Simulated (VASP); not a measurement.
# Pt (P6_3/mmc) in VASP: further runs

Pt is run at these levels: PBE; tasks: single point, relaxation of cell and atoms.

All numbers are computed with VASP 6.6.1; they aren't measurements. Logs are shortened: lines on timing, memory, paths and dates and some standing lists are left out, and cuts for length are marked.

## 1. The cell of the first run

The structure is hexagonal, space group P6_3/mmc (No. 194). The conventional cell has a = 3.164 Å, b = 3.164 Å, c = 8.123 Å, α = 90.00°, β = 90.00°, γ = 120.00°. Within 1.9 Å of Pt (site symmetry 3m) lie 1 Pt at 1.45 Å.

This isn't the form of Pt at room conditions, which is fcc.

## 2. Single point, PBE

INCAR

```
SYSTEM = Pt
PREC = Accurate
ENCUT = 500
EDIFF = 1E-6
ISMEAR = 0
SIGMA = 0.1
LREAL = .FALSE.
LASPH = .TRUE.
NELM = 120
ALGO = Normal
ISIF = 2
LWAVE = .FALSE.
LCHARG = .FALSE.
GGA = PE
NBANDS = 28
GGA_COMPAT = .FALSE.
```

KPOINTS

```
regular mesh
0
G
  6 6 2
  0 0 0
```

POSCAR

```
Pt
1.0
    3.1641104845      0.0000000000      0.0000000000
   -1.5820552423      2.7402000599      0.0000000000
    0.0000000000      0.0000000000      8.1234010781
Pt
4
Direct
    0.3333333333      0.6666666667      0.1610000000
    0.6666666667      0.3333333333      0.6610000000
    0.3333333333      0.6666666667      0.3390000000
    0.6666666667      0.3333333333      0.8390000000
```

Potentials or basis: VASP PAW PBE potentials, release 64 (Pt).

The run is started by

```
> cat potpaw_PBE.64/Pt/POTCAR > POTCAR
> mpirun -np 1 vasp_std > vasp.out
```

OUTCAR:

```text
SYSTEM = Pt
   PREC = Accurate
   ENCUT = 500
   EDIFF = 1E-6
   ISMEAR = 0
   LREAL = .FALSE.
   LASPH = .TRUE.
   NELM = 120
   ISIF = 2
   GGA = PE

 ion  position               nearest neighbor table
   1  0.333  0.667  0.161-   3 1.45   4 3.19   4 3.19   4 3.19   3 3.48   3 3.48   3 3.48   3 3.48
                             3 3.48   3 3.48
   2  0.667  0.333  0.661-   4 1.45   3 3.19   3 3.19   3 3.19   4 3.48   4 3.48   4 3.48   4 3.48
                             4 3.48   4 3.48
   3  0.333  0.667  0.339-   1 1.45   2 3.19   2 3.19   2 3.19   1 3.48   1 3.48   1 3.48   1 3.48
                             1 3.48   1 3.48
   4  0.667  0.333  0.839-   2 1.45   1 3.19   1 3.19   1 3.19   2 3.48   2 3.48   2 3.48   2 3.48
                             2 3.48   2 3.48

 -----------------------------------------------------------------------------
|                                                                             |
|           W    W    AA    RRRRR   N    N  II  N    N   GGGG   !!!           |
|           W    W   A  A   R    R  NN   N  II  NN   N  G    G  !!!           |
|           W    W  A    A  R    R  N N  N  II  N N  N  G       !!!           |
|           W WW W  AAAAAA  RRRRR   N  N N  II  N  N N  G  GGG   !            |
|           WW  WW  A    A  R   R   N   NN  II  N   NN  G    G                |
|           W    W  A    A  R    R  N    N  II  N    N   GGGG   !!!           |
|                                                                             |
|     The distance between some ions is very small. Please check the          |
|     nearest-neighbor list in the OUTCAR file.                               |
|     I HOPE YOU KNOW WHAT YOU ARE DOING!                                     |
|                                                                             |
 -----------------------------------------------------------------------------

  LATTYP: Found a hexagonal cell.
 ALAT       =     3.1641104845
 C/A-ratio  =     2.5673569611

  Lattice vectors:

 A1 = (   3.1641104845,   0.0000000000,   0.0000000000)
 A2 = (  -1.5820552423,   2.7402000599,   0.0000000000)
 A3 = (   0.0000000000,   0.0000000000,   8.1234010781)

Analysis of symmetry for initial positions (statically):
=====================================================================
 Subroutine PRICEL returns:
 Original cell was already a primitive cell.

 Routine SETGRP: Setting up the symmetry group for a
 hexagonal supercell.

 Subroutine GETGRP returns: Found 24 space group operations
 (whereof 12 operations were pure point group operations)
 out of a pool of 24 trial point group operations.

The static configuration has the point symmetry D_3d.
 The point group associated with its full space group is D_6h.

Analysis of symmetry for dynamics (positions and initial velocities):
=====================================================================
 Subroutine PRICEL returns:
 Original cell was already a primitive cell.

 Routine SETGRP: Setting up the symmetry group for a
 hexagonal supercell.

 Subroutine GETGRP returns: Found 24 space group operations
 (whereof 12 operations were pure point group operations)
 out of a pool of 24 trial point group operations.

The dynamic configuration has the point symmetry D_3d.
 The point group associated with its full space group is D_6h.

 Subroutine INISYM returns: Found 24 space group operations
 (whereof 12 operations are pure point group operations),
 and found     1 'primitive' translations

----------------------------------------------------------------------------------------

                                     Primitive cell

  volume of cell :      70.4323

  direct lattice vectors                    reciprocal lattice vectors
     3.164110485  0.000000000  0.000000000     0.316044590  0.182468429  0.000000000
    -1.582055242  2.740200060  0.000000000     0.000000000  0.364936858  0.000000000
     0.000000000  0.000000000  8.123401078     0.000000000  0.000000000  0.123101148

  length of vectors
     3.164110485  3.164110484  8.123401078     0.364936858  0.364936858  0.123101148

  position of ions in fractional coordinates (direct lattice)
     0.333333333  0.666666667  0.161000000
     0.666666667  0.333333333  0.661000000
     0.333333333  0.666666667  0.339000000
     0.666666667  0.333333333  0.839000000

  ion indices of the primitive-cell ions
   primitive index   ion index
                 1           1
                 2           2
                 3           3
                 4           4

----------------------------------------------------------------------------------------

 KPOINTS: regular mesh

Automatic generation of k-mesh.
 Grid dimensions read from file:
 generate k-points for:    6    6    2

 Generating k-lattice:

  Cartesian coordinates                     Fractional coordinates (reciprocal lattice)
     0.052674098  0.030411405  0.000000000     0.166666667  0.000000000  0.000000000
     0.000000000  0.060822810  0.000000000     0.000000000  0.166666667  0.000000000
     0.000000000  0.000000000  0.061550574     0.000000000  0.000000000  0.500000000

  Length of vectors
     0.060822810  0.060822810  0.061550574

  Shift w.r.t. Gamma in fractional coordinates (k-lattice)
     0.000000000  0.000000000  0.000000000

 Subroutine IBZKPT returns following result:
 ===========================================

 Found     14 irreducible k-points:

 Following reciprocal coordinates:
            Coordinates               Weight
  0.000000  0.000000  0.000000      1.000000
  0.166667  0.000000  0.000000      6.000000
  0.333333  0.000000  0.000000      6.000000
  0.500000  0.000000  0.000000      3.000000
  0.166667  0.166667  0.000000      6.000000
  0.333333  0.166667  0.000000     12.000000
  0.333333  0.333333  0.000000      2.000000
  0.000000  0.000000  0.500000      1.000000
  0.166667  0.000000  0.500000      6.000000
  0.333333  0.000000  0.500000      6.000000
  0.500000  0.000000  0.500000      3.000000
  0.166667  0.166667  0.500000      6.000000
  0.333333  0.166667  0.500000     12.000000
  0.333333  0.333333  0.500000      2.000000
   k-points           NKPTS =     14   k-points in BZ     NKDIM =     14   number of bands    NBANDS=     28
   number of dos      NEDOS =    301   number of ions     NIONS =      4
   total plane-waves  NPLWV =  34560
   dimension x,y,z NGX =    24 NGY =   24 NGZ =   60
   dimension x,y,z NGXF=    48 NGYF=   48 NGZF=  120
   ions per type =               4
   NGX,Y,Z   is equivalent  to a cutoff of  12.61, 12.61, 12.28 a.u.
   NGXF,Y,Z  is equivalent  to a cutoff of  25.22, 25.22, 24.56 a.u.
 SYSTEM =  Pt
   PREC   = accura    normal or accurate (medium, high low for compatibility)
   ISTART =      0    job   : 0-new  1-cont  2-samecut
   ICHARG =      2    charge: 1-file 2-atom 10-const
   ISPIN  =      1    spin polarized calculation?
   LNONCOLLINEAR =      F non collinear calculations
   LSORBIT =      F    spin-orbit coupling
   LASPH  =      T    aspherical Exc in radial PAW
   ENCUT  =  500.0 eV  36.75 Ry    6.06 a.u.   5.77  5.77 14.81*2*pi/ulx,y,z
   NELM   =    120;   NELMIN=  2; NELMDL= -5     # of ELM steps
   EDIFF  = 0.1E-05   stopping-criterion for ELM
   LREAL  =      F    real-space projection
   EDIFFG = 0.1E-04   stopping-criterion for IOM
   NSW    =      0    number of steps for IOM
   IBRION =     -1    ionic relax: 0-MD 1-quasi-New 2-CG
   NFREE  =      0    steps in history (QN), initial steepest desc. (CG)
   ISIF   =      2    stress and relaxation
   ISYM   =      2    0-nonsym 1-usesym 2-fastsym
   POTIM  = 0.5000    time-step for ionic-motion
   TEBEG  =    0.0;   TEEND  =   0.0 temperature during run
   PSTRESS=    0.0 pullay stress
   NELECT =      40.0000    total number of electrons
   NUPDOWN=      -1.0000    fix difference up-down
   EMIN   =  10.00;   EMAX   =-10.00  energy-range for DOS
   EFERMI =   0.00;   METHOD = LEGACY
   ISMEAR =     0;   SIGMA  =   0.10  broadening in eV -4-tet -1-fermi 0-gaus
   EFERMI_NEDOS =   21; number of points for ismear=-14 and -15
   IALGO  =     38    algorithm
   IMIX   =      4    mixing-type and parameters
     AMIX     =   0.40;   BMIX     =  1.00
     AMIX_MAG =   1.60;   BMIX_MAG =  1.00
  volume/ion in A,a.u.               =      17.61       118.83
  Fermi-wavevector in a.u.,A,eV,Ry     =   1.355723  2.561945 25.007294  1.837984
  Thomas-Fermi vector in A             =   2.482786
   LORBIT       =      0    0 simple, 1 ext, 2 COOP (PROOUT), +10 PAW based schemes
   GGA     = PE    functional components
   LHFCALC =     F    Hartree Fock is set to
   AEXX    =    0.0000 exact exchange contribution
   IVDW    =     0    specifies the selected vdW correction
   LEPSILON=     F    determine dielectric tensor
   LRPA    =     F    only Hartree local field effects (RPA)
 non-spin polarized calculation
 Gauss-broadening in eV      SIGMA  =   0.10
  energy-cutoff  :      500.00
  volume of cell :       70.43
 maximum number of plane-waves:      1798
 NGX is ok and might be reduce to    24
   NGX = 11   NGY = 11   NGZ = 29

 number of electron      40.0000013 magnetization

 Free energy of the ion-electron system (eV)
  ---------------------------------------------------
  ext. energy  EPLUGINS =         0.00000000
  ---------------------------------------------------
  free energy    TOTEN  =        34.04633288 eV

  energy without entropy =       34.06095807  energy(sigma->0) =       34.05364547

 E-fermi :  10.0012     XC(G=0): -12.1043

 val. band max:        9.9598587791   @ k =   0.1667   0.1667   0.0000
 cond. band min:      10.0520497484   @ k =   0.1667   0.1667   0.0000
 fundamental gap:      0.0921909694
 Fermi energy:        10.0012032926

 k-point     1 :       0.0000    0.0000    0.0000
  band No.  band energies     occupation
      1      -3.4924      2.00000
      2      -3.3539      2.00000
      3      -2.8322      2.00000
      4      -2.8322      2.00000
      5      -2.6358      2.00000
      6      -2.6358      2.00000
[... 20 lines left out ...]
     27      20.5088      0.00000
     28      21.6896      0.00000

 k-point     2 :       0.1667    0.0000    0.0000
  band No.  band energies     occupation
      1      -3.2374      2.00000
      2      -3.2187      2.00000
      3      -2.9164      2.00000
      4      -2.8866      2.00000
      5      -2.6506      2.00000
      6      -2.6196      2.00000
[... 20 lines left out ...]
     27      21.0414      0.00000
     28      21.5927      0.00000

 k-point     3 :       0.3333    0.0000    0.0000
  band No.  band energies     occupation
      1      -3.3776      2.00000
      2      -3.1961      2.00000
      3      -2.9864      2.00000
      4      -2.6850      2.00000
      5      -2.5158      2.00000
      6      -2.3054      2.00000
[... 20 lines left out ...]
     27      17.9075      0.00000
     28      18.7077      0.00000

 k-point     4 :       0.5000    0.0000    0.0000
  band No.  band energies     occupation
      1      -3.4973      2.00000
      2      -3.2822      2.00000
      3      -3.0334      2.00000
      4      -2.7035      2.00000
      5      -2.2221      2.00000
      6      -2.1432      2.00000
[... 20 lines left out ...]
     27      17.3781      0.00000
     28      18.8940      0.00000

 k-point     5 :       0.1667    0.1667    0.0000
  band No.  band energies     occupation
      1      -3.2922      2.00000
      2      -3.1647      2.00000
      3      -2.9552      2.00000
      4      -2.7679      2.00000
      5      -2.6036      2.00000
      6      -2.3619      2.00000
[... 20 lines left out ...]
     27      17.1473      0.00000
     28      19.4818      0.00000

 k-point     6 :       0.3333    0.1667    0.0000
  band No.  band energies     occupation
      1      -3.4260      2.00000
      2      -3.2436      2.00000
      3      -3.0862      2.00000
      4      -2.8194      2.00000
      5      -2.1591      2.00000
      6      -2.0434      2.00000
[... 153 lines left out ...]
      5      -2.2220      2.00000
      6      -2.2220      2.00000
[... 20 lines left out ...]
     27      17.8759      0.00000
     28      17.8759      0.00000

 k-point    12 :       0.1667    0.1667    0.5000
  band No.  band energies     occupation
      1      -3.1956      2.00000
      2      -3.1956      2.00000
      3      -2.8567      2.00000
      4      -2.8567      2.00000
      5      -2.5262      2.00000
      6      -2.5262      2.00000
[... 20 lines left out ...]
     27      18.6647      0.00000
     28      18.6647      0.00000

 k-point    13 :       0.3333    0.1667    0.5000
  band No.  band energies     occupation
      1      -3.2906      2.00000
      2      -3.2906      2.00000
      3      -2.9652      2.00000
      4      -2.9652      2.00000
      5      -2.1484      2.00000
      6      -2.1484      2.00000
[... 20 lines left out ...]
     27      16.6912      0.00000
     28      16.6912      0.00000

 k-point    14 :       0.3333    0.3333    0.5000
  band No.  band energies     occupation
      1      -3.1739      2.00000
      2      -3.1739      2.00000
      3      -3.1700      2.00000
      4      -3.1700      2.00000
      5      -1.9677      2.00000
      6      -1.9677      2.00000
[... 20 lines left out ...]
     27      15.6024      0.00000
     28      15.6024      0.00000

------------------------ aborting loop because EDIFF is reached ----------------------------------------

  FORCE on cell =-STRESS in cart. coord.  units (eV):
  Direction    XX          YY          ZZ          XY          YZ          ZX
  --------------------------------------------------------------------------------------
  -------------------------------------------------------------------------------------
  Total        0.2048431      0.2048431    228.5328731     -0.0000000      0.0000000      0.0000000
  in kB        4.6597233      4.6597233   5198.6125926     -0.0000000      0.0000000      0.0000000
  external PRESSURE =    1735.9773464 kB  Pullay stress =       0.0000000 kB

 VOLUME and BASIS-vectors are now :
 -----------------------------------------------------------------------------
  energy-cutoff  :      500.00
  volume of cell :       70.43
      direct lattice vectors                 reciprocal lattice vectors
     3.164110485  0.000000000  0.000000000     0.316044590  0.182468429  0.000000000
    -1.582055242  2.740200060  0.000000000     0.000000000  0.364936858  0.000000000
     0.000000000  0.000000000  8.123401078     0.000000000  0.000000000  0.123101148

 POSITION                                       TOTAL-FORCE (eV/Angst)
 -----------------------------------------------------------------------------------
     -0.00000      1.82680      1.30787        -0.000000     -0.000000    -81.435448
      1.58206      0.91340      5.36957         0.000000     -0.000000    -81.435448
     -0.00000      1.82680      2.75383        -0.000000      0.000000     81.435448
      1.58206      0.91340      6.81553         0.000000      0.000000     81.435448
 -----------------------------------------------------------------------------------
    total drift:                               -0.000000      0.000000     -0.000000

  FREE ENERGIE OF THE ION-ELECTRON SYSTEM (eV)
  ---------------------------------------------------
  free  energy   TOTEN  =        34.0463328770 eV

  energy  without entropy=       34.0609580672  energy(sigma->0) =       34.05364547
```

It took 10 s on 1 thread of Intel Xeon 6975P-C (Granite Rapids), shared host; peak memory 0.17 GiB.

What came out:

```
Free energy            : 34.0463 eV
Pressure               : 173.6 GPa
Largest force          : 81.435 eV/Å
Band gap on the k mesh : zero (bands 20 and 21 overlap by 1.18 eV)
```

Forces in eV/Å, atoms in the order of the input:
```
Pt    0.000   0.000 -81.435
Pt    0.000   0.000 -81.435
Pt    0.000   0.000  81.435
Pt    0.000   0.000  81.435
```

Stress tensor (GPa, compression positive):
```
  0.47   0.00   0.00
  0.00   0.47   0.00
  0.00   0.00 519.86
```

Caveat: the k points lie up to 0.39 Å⁻¹ apart, too coarse for converged energies and pressures of a metal; atoms lie so close that the PAW spheres overlap strongly, which falsifies energies and pressures; spin-orbit coupling is left out, which moves the levels of the heavy elements; forces of over 1 eV/Å act on the atoms, so gaps and moduli don't describe the material at rest.

[end of part 1 of 3]
